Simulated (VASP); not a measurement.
# NaHI (P4/nmm) in VASP: notebook

Aim: see how the results for NaHI move with the level of theory and the settings. Levels: PBEsol+D4, PBEsol. Tasks: single point.

All numbers are computed with VASP 6.6.1; they aren't measurements. Logs are shortened: lines on timing, memory, paths and dates and some standing lists are left out, and cuts for length are marked.

## Step 1: The cell of the first run

It takes space group P4/nmm (No. 129, tetragonal). The conventional cell has a = 4.435 Å, b = 4.435 Å, c = 6.251 Å, α = 90.00°, β = 90.00°, γ = 90.00°. Na (site symmetry 4mm) has 4 H at 2.58 Å and 6 I at 3.04 to 3.22 Å within 3.4 Å. H (site symmetry -4m2) has 4 Na at 2.58 Å and 4 I at 2.81 Å and 4 H at 3.14 Å within 3.4 Å. Within 3.7 Å of I (site symmetry 4mm) lie 4 H at 2.81 Å and 6 Na at 3.04 to 3.22 Å.

## Step 2: Single point, PBEsol+D4

The input, INCAR:

```
ALGO = Normal ; EDIFF = 1E-6
ENCUT = 520 ; GGA = PS
ISIF = 2 ; ISMEAR = 1
IVDW = 13 ; LASPH = T
LCHARG = F ; LREAL = F
LWAVE = F ; NBANDS = 24
NELM = 60 ; PREC = Accurate
SIGMA = 0.0643
```

The input, KPOINTS:

```
k-points
0
Gamma
  4 4 3
```

The input, POSCAR:

```
NaHI
1.0
    4.4346181459      0.0000000000      0.0000000000
    0.0000000000      4.4346181459      0.0000000000
    0.0000000000      0.0000000000      6.2510786577
Na H I
2 2 2
Direct
    0.0000000000      0.5000000000      0.2097078377
    0.5000000000      0.0000000000      0.7902921623
    0.0000000000      0.0000000000      0.0000000000
    0.5000000000      0.5000000000      0.0000000000
    0.0000000000      0.5000000000      0.7240434777
    0.5000000000      0.0000000000      0.2759565223
```

Potentials or basis: VASP PAW PBE potentials, release 64 (Na_pv, H, I).

The run is started by

```console
$ cat potpaw_PBE.64/Na_pv/POTCAR potpaw_PBE.64/H/POTCAR potpaw_PBE.64/I/POTCAR > POTCAR
$ mpirun -np 1 vasp_std > vasp.out
```

OUTCAR:

```text
EDIFF = 1E-6
   ENCUT = 520
   GGA = PS
   ISIF = 2
   ISMEAR = 1
   IVDW = 13
   LASPH = T
   LREAL = F
   NELM = 60
   PREC = Accurate

 ion  position               nearest neighbor table
   1  0.000  0.500  0.210-   5 3.04   6 3.16   6 3.16   6 3.16   6 3.16
   2  0.500  0.000  0.790-   6 3.04   5 3.16   5 3.16   5 3.16   5 3.16
   3  0.000  0.000  0.000-
   4  0.500  0.500  0.000-
   5  0.000  0.500  0.724-   1 3.04   2 3.16   2 3.16   2 3.16   2 3.16
   6  0.500  0.000  0.276-   2 3.04   1 3.16   1 3.16   1 3.16   1 3.16

  LATTYP: Found a simple tetragonal cell.
 ALAT       =     4.4346181459
 C/A-ratio  =     1.4096092272

  Lattice vectors:

 A1 = (   4.4346181459,   0.0000000000,   0.0000000000)
 A2 = (   0.0000000000,   4.4346181459,   0.0000000000)
 A3 = (   0.0000000000,   0.0000000000,   6.2510786577)

Analysis of symmetry for initial positions (statically):
=====================================================================
 Subroutine PRICEL returns:
 Original cell was already a primitive cell.

 Routine SETGRP: Setting up the symmetry group for a
 simple tetragonal supercell.

 Subroutine GETGRP returns: Found 16 space group operations
 (whereof  8 operations were pure point group operations)
 out of a pool of 16 trial point group operations.

The static configuration has the point symmetry D_2d.
 The point group associated with its full space group is D_4h.

Analysis of symmetry for dynamics (positions and initial velocities):
=====================================================================
 Subroutine PRICEL returns:
 Original cell was already a primitive cell.

 Routine SETGRP: Setting up the symmetry group for a
 simple tetragonal supercell.

 Subroutine GETGRP returns: Found 16 space group operations
 (whereof  8 operations were pure point group operations)
 out of a pool of 16 trial point group operations.

The dynamic configuration has the point symmetry D_2d.
 The point group associated with its full space group is D_4h.

 Subroutine INISYM returns: Found 16 space group operations
 (whereof  8 operations are pure point group operations),
 and found     1 'primitive' translations

----------------------------------------------------------------------------------------

                                     Primitive cell

  volume of cell :     122.9327

  direct lattice vectors                    reciprocal lattice vectors
     4.434618146  0.000000000  0.000000000     0.225498559  0.000000000  0.000000000
     0.000000000  4.434618146  0.000000000     0.000000000  0.225498559  0.000000000
     0.000000000  0.000000000  6.251078658     0.000000000  0.000000000  0.159972391

  length of vectors
     4.434618146  4.434618146  6.251078658     0.225498559  0.225498559  0.159972391

  position of ions in fractional coordinates (direct lattice)
     0.000000000  0.500000000  0.209707838
     0.500000000  0.000000000  0.790292162
     0.000000000  0.000000000  0.000000000
     0.500000000  0.500000000  0.000000000
     0.000000000  0.500000000  0.724043478
     0.500000000  0.000000000  0.275956522

  ion indices of the primitive-cell ions
   primitive index   ion index
                 1           1
                 2           2
                 3           3
                 4           4
                 5           5
                 6           6

----------------------------------------------------------------------------------------

 KPOINTS: k-points

Automatic generation of k-mesh.
 Grid dimensions read from file:
 generate k-points for:    4    4    3

 Generating k-lattice:

  Cartesian coordinates                     Fractional coordinates (reciprocal lattice)
     0.056374640  0.000000000  0.000000000     0.250000000  0.000000000  0.000000000
     0.000000000  0.056374640  0.000000000     0.000000000  0.250000000  0.000000000
     0.000000000  0.000000000  0.053324130     0.000000000  0.000000000  0.333333333

  Length of vectors
     0.056374640  0.056374640  0.053324130

  Shift w.r.t. Gamma in fractional coordinates (k-lattice)
     0.000000000  0.000000000  0.000000000

 Subroutine IBZKPT returns following result:
 ===========================================

 Found     12 irreducible k-points:

 Following reciprocal coordinates:
            Coordinates               Weight
  0.000000  0.000000  0.000000      1.000000
  0.250000  0.000000  0.000000      4.000000
  0.500000  0.000000  0.000000      2.000000
  0.250000  0.250000  0.000000      4.000000
  0.500000  0.250000  0.000000      4.000000
  0.500000  0.500000  0.000000      1.000000
  0.000000  0.000000  0.333333      2.000000
  0.250000  0.000000  0.333333      8.000000
  0.500000  0.000000  0.333333      4.000000
  0.250000  0.250000  0.333333      8.000000
  0.500000  0.250000  0.333333      8.000000
  0.500000  0.500000  0.333333      2.000000
   k-points           NKPTS =     12   k-points in BZ     NKDIM =     12   number of bands    NBANDS=     24
   number of dos      NEDOS =    301   number of ions     NIONS =      6
   total plane-waves  NPLWV =  62208
   dimension x,y,z NGX =    36 NGY =   36 NGZ =   48
   dimension x,y,z NGXF=    72 NGYF=   72 NGZF=   96
   ions per type =               2   2   2
   NGX,Y,Z   is equivalent  to a cutoff of  13.50, 13.50, 12.77 a.u.
   NGXF,Y,Z  is equivalent  to a cutoff of  26.99, 26.99, 25.53 a.u.
 SYSTEM =  unknown system
   PREC   = accura    normal or accurate (medium, high low for compatibility)
   ISTART =      0    job   : 0-new  1-cont  2-samecut
   ICHARG =      2    charge: 1-file 2-atom 10-const
   ISPIN  =      1    spin polarized calculation?
   LNONCOLLINEAR =      F non collinear calculations
   LSORBIT =      F    spin-orbit coupling
   LASPH  =      T    aspherical Exc in radial PAW
   ENCUT  =  520.0 eV  38.22 Ry    6.18 a.u.   8.25  8.25 11.62*2*pi/ulx,y,z
   NELM   =     60;   NELMIN=  2; NELMDL= -5     # of ELM steps
   EDIFF  = 0.1E-05   stopping-criterion for ELM
   LREAL  =      F    real-space projection
   EDIFFG = 0.1E-04   stopping-criterion for IOM
   NSW    =      0    number of steps for IOM
   IBRION =     -1    ionic relax: 0-MD 1-quasi-New 2-CG
   NFREE  =      0    steps in history (QN), initial steepest desc. (CG)
   ISIF   =      2    stress and relaxation
   ISYM   =      2    0-nonsym 1-usesym 2-fastsym
   POTIM  = 0.5000    time-step for ionic-motion
   TEBEG  =    0.0;   TEEND  =   0.0 temperature during run
   PSTRESS=    0.0 pullay stress
   NELECT =      30.0000    total number of electrons
   NUPDOWN=      -1.0000    fix difference up-down
   EMIN   =  10.00;   EMAX   =-10.00  energy-range for DOS
   EFERMI =   0.00;   METHOD = LEGACY
   ISMEAR =     1;   SIGMA  =   0.06  broadening in eV -4-tet -1-fermi 0-gaus
   EFERMI_NEDOS =   21; number of points for ismear=-14 and -15
   IALGO  =     38    algorithm
   IMIX   =      4    mixing-type and parameters
     AMIX     =   0.40;   BMIX     =  1.00
     AMIX_MAG =   1.60;   BMIX_MAG =  1.00
  volume/ion in A,a.u.               =      20.49       138.27
  Fermi-wavevector in a.u.,A,eV,Ry     =   1.023040  1.933266 14.240016  1.046612
  Thomas-Fermi vector in A             =   2.156752
   LORBIT       =      0    0 simple, 1 ext, 2 COOP (PROOUT), +10 PAW based schemes
   GGA     = PS    functional components
   LHFCALC =     F    Hartree Fock is set to
   AEXX    =    0.0000 exact exchange contribution
   IVDW    =    13    specifies the selected vdW correction
   LEPSILON=     F    determine dielectric tensor
   LRPA    =     F    only Hartree local field effects (RPA)
 non-spin polarized calculation
 Methfessel and Paxton  Order N= 1 SIGMA  =   0.06
  energy-cutoff  :      520.00
  volume of cell :      122.93
 maximum number of plane-waves:      3320
 NGX is ok and might be reduce to    36
   NGX = 17   NGY = 17   NGZ = 23

 number of electron      30.0000007 magnetization

 Free energy of the ion-electron system (eV)
  ---------------------------------------------------
  ext. energy  EPLUGINS =         0.00000000
  ---------------------------------------------------
  free energy    TOTEN  =       -13.39451314 eV

  energy without entropy =      -13.39185616  energy(sigma->0) =      -13.39362748

 E-fermi :   3.3768     XC(G=0):  -8.7321

 val. band max:        3.3316570530   @ k =   0.5000   0.2500   0.0000
 cond. band min:       3.4059607286   @ k =   0.5000   0.2500   0.3333
 fundamental gap:      0.0743036756
 Fermi energy:         3.3767748722

 k-point     1 :       0.0000    0.0000    0.0000
  band No.  band energies     occupation
      1     -20.3515      2.00000
      2     -20.3429      2.00000
      3     -20.3339      2.00000
      4     -20.3339      2.00000
      5     -20.3292      2.00000
      6     -20.3292      2.00000
[... 16 lines left out ...]
     23      11.3580      0.00000
     24      11.5409      0.00000

 k-point     2 :       0.2500    0.0000    0.0000
  band No.  band energies     occupation
      1     -20.3504      2.00000
      2     -20.3447      2.00000
      3     -20.3352      2.00000
      4     -20.3328      2.00000
      5     -20.3323      2.00000
      6     -20.3295      2.00000
[... 16 lines left out ...]
     23      10.9255      0.00000
     24      11.0534      0.00000

 k-point     3 :       0.5000    0.0000    0.0000
  band No.  band energies     occupation
      1     -20.3479      2.00000
      2     -20.3479      2.00000
      3     -20.3359      2.00000
      4     -20.3359      2.00000
      5     -20.3307      2.00000
      6     -20.3307      2.00000
[... 16 lines left out ...]
     23      10.5810      0.00000
     24      10.5810      0.00000
[... 190 lines left out ...]
 k-point    11 :       0.5000    0.2500    0.3333
  band No.  band energies     occupation
      1     -20.3481      2.00000
      2     -20.3481      2.00000
      3     -20.3364      2.00000
      4     -20.3364      2.00000
      5     -20.3317      2.00000
      6     -20.3317      2.00000
[... 16 lines left out ...]
     23      11.8657      0.00000
     24      11.8657      0.00000

 k-point    12 :       0.5000    0.5000    0.3333
  band No.  band energies     occupation
      1     -20.3466      2.00000
      2     -20.3466      2.00000
      3     -20.3386      2.00000
      4     -20.3386      2.00000
      5     -20.3323      2.00000
      6     -20.3323      2.00000
[... 16 lines left out ...]
     23      13.0370      0.00000
     24      13.0370      0.00000

------------------------ aborting loop because EDIFF is reached ----------------------------------------

  DFT-D4 for vdW energy calculation

  Edisp (eV):   -0.58170

  FORCE on cell =-STRESS in cart. coord.  units (eV):
  Direction    XX          YY          ZZ          XY          YZ          ZX
  --------------------------------------------------------------------------------------
  -------------------------------------------------------------------------------------
  Total       0.05415     0.05415     0.01357     0.00000     0.00000     0.00000
  in kB       0.70572     0.70572     0.17688     0.00000     0.00000     0.00000
  external pressure =        0.53 kB  Pullay stress =        0.00 kB

 VOLUME and BASIS-vectors are now :
 -----------------------------------------------------------------------------
  energy-cutoff  :      520.00
  volume of cell :      122.93
      direct lattice vectors                 reciprocal lattice vectors
     4.434618146  0.000000000  0.000000000     0.225498559  0.000000000  0.000000000
     0.000000000  4.434618146  0.000000000     0.000000000  0.225498559  0.000000000
     0.000000000  0.000000000  6.251078658     0.000000000  0.000000000  0.159972391

 POSITION                                       TOTAL-FORCE (eV/Angst)
 -----------------------------------------------------------------------------------
      0.00000      2.21731      1.31090        -0.000000      0.000000      0.002854
      2.21731      0.00000      4.94018         0.000000      0.000000     -0.002854
      0.00000      0.00000      0.00000         0.000000      0.000000      0.000000
      2.21731      2.21731      0.00000         0.000000     -0.000000      0.000000
      0.00000      2.21731      4.52605        -0.000000      0.000000     -0.002823
      2.21731      0.00000      1.72503        -0.000000      0.000000      0.002823
 -----------------------------------------------------------------------------------
    total drift:                                0.000000      0.000000      0.000000

  FREE ENERGIE OF THE ION-ELECTRON SYSTEM (eV)
  ---------------------------------------------------
  free  energy   TOTEN  =       -13.9762082451 eV

  energy  without entropy=      -13.9735512667  energy(sigma->0) =      -13.97532259
```

It took 27 s on 1 thread of Intel Xeon Platinum 8488C (Sapphire Rapids), shared host; peak memory 0.24 GiB.

Results:

```
Free energy                : -13.9762 eV
Pressure                   : 0.1 GPa
Band gap on the k mesh     : zero (bands 15 and 16 overlap by 0.96 eV)
Dispersion energy per atom : -0.097 eV
```

Forces in eV/Å, atoms in the order of the input:
```
Na   0.000  0.000  0.003
Na   0.000  0.000 -0.003
H    0.000  0.000  0.000
H    0.000  0.000  0.000
I    0.000  0.000 -0.003
I    0.000  0.000  0.003
```

Caveat: the PAW data sets were made with another functional, which shifts forces and pressure a little; spin-orbit coupling is left out, which moves the levels of the heavy elements.

[end of part 1 of 2]

The gap in the log of VASP goes by the Fermi energy; the results here count the filled bands.